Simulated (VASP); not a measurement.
The system is MoS2.

```xyz
6
Lattice="3.1492 0.0000 0.0000 -1.5746 2.7273 0.0000 0.0000 0.0000 12.0927" Properties=species:S:1:pos:R:3 pbc="T T T"
Mo    1.5746    0.9091    3.0219
Mo    0.0000    1.8182    9.0707
S     0.0000    1.8182    4.5878
S     1.5746    0.9091   10.6366
S     0.0000    1.8182    1.4561
S     1.5746    0.9091    7.5049
```

- Program: VASP 6.6.1
- Task: relaxation of cell and atoms
- Functional: PBE
- Potentials or basis: VASP PAW PBE potentials, release 64 (Mo_sv, S)
- Cutoff: 600 eV
- k mesh: 12 × 12 × 4
- Occupations: gaussian, width 0.02 eV
- Spin: no spin polarisation

At the start: pressure 4.0 GPa; volume 17.31 Å³/atom.

Q: Where does the relaxation end?

A: Over 36 steps the energy falls by 26.5 meV/atom and the volume is 20.76 Å³/atom (+19.9 %); space group P6_3/mmc (No. 194, to 0.1 Å) before and after.

The path:
| step | energy change (eV) | largest force (eV/Å) | pressure (GPa) | volume (Å³) |
| --- | --- | --- | --- | --- |
| 1 | 0.0000 | 0.0204 | 4.03 | 103.86 |
| 2 | 0.0253 | 0.9132 | -4.83 | 110.55 |
| 3 | -0.0343 | 0.4233 | -0.07 | 106.68 |
| 4 | -0.0569 | 0.2259 | -0.03 | 107.89 |
| 5 | -0.0634 | 0.0549 | 0.03 | 108.93 |
| 6 | -0.0832 | 0.0462 | 0.07 | 109.80 |
| 7 | -0.1229 | 0.0132 | 0.41 | 112.37 |
| 8 | -0.1432 | 0.1050 | 1.79 | 117.37 |
| 9 | -0.1520 | 0.1826 | -0.39 | 120.48 |
| 10 | -0.1524 | 0.1307 | 0.00 | 119.90 |
| 11 | -0.1554 | 0.0734 | -0.06 | 120.42 |
| 12 | -0.1562 | 0.0241 | -0.11 | 120.86 |
| 13 | -0.1563 | 0.0033 | 0.08 | 120.76 |
| 14 | -0.1563 | 0.0022 | 0.08 | 120.76 |
| 15 | -0.1564 | 0.0054 | 0.08 | 120.80 |
| 16 | -0.1565 | 0.0235 | 0.10 | 120.88 |
| 17 | -0.1566 | 0.0282 | 0.05 | 120.99 |
| 18 | -0.1568 | 0.0458 | -0.09 | 121.33 |
| 19 | -0.1569 | 0.0823 | -0.36 | 121.99 |
| 20 | -0.1569 | 0.0659 | -0.24 | 121.70 |
| 21 | -0.1570 | 0.0647 | -0.23 | 121.73 |
| 22 | -0.1571 | 0.0602 | -0.22 | 121.81 |
| 23 | -0.1573 | 0.0516 | -0.20 | 121.99 |
| 24 | -0.1577 | 0.0338 | -0.16 | 122.35 |
| 25 | -0.1580 | 0.0170 | -0.07 | 123.06 |
| 26 | -0.1581 | 0.0255 | -0.05 | 123.21 |
| 27 | -0.1583 | 0.0212 | -0.02 | 123.37 |
| 28 | -0.1586 | 0.0284 | 0.08 | 123.84 |
| 29 | -0.1584 | 0.0734 | 0.28 | 124.77 |
| 30 | -0.1586 | 0.0395 | 0.15 | 124.13 |
| 31 | -0.1588 | 0.0226 | -0.04 | 124.61 |
| 32 | -0.1588 | 0.0167 | 0.00 | 124.50 |
| 33 | -0.1588 | 0.0161 | 0.00 | 124.49 |
| 34 | -0.1588 | 0.0063 | 0.01 | 124.52 |
| 35 | -0.1588 | 0.0069 | 0.01 | 124.53 |
| 36 | -0.1588 | 0.0026 | 0.00 | 124.55 |

Final structure:
```xyz
6
Lattice="3.1846 0.0000 0.0000 -1.5923 2.7579 0.0000 0.0000 0.0000 14.1807" Properties=species:S:1:pos:R:3 pbc="T T T"
Mo    1.5923    0.9193    3.5449
Mo    0.0000    1.8386   10.6358
S     0.0000    1.8386    5.1068
S     1.5923    0.9193   12.1979
S     0.0000    1.8386    1.9828
S     1.5923    0.9193    9.0739
```

Caveat: the volume moved by over 15 % at a fixed basis, so the end points are rough; this functional lacks dispersion, which binds layers or chains, so the pressure and a relaxed spacing across them are unreliable.
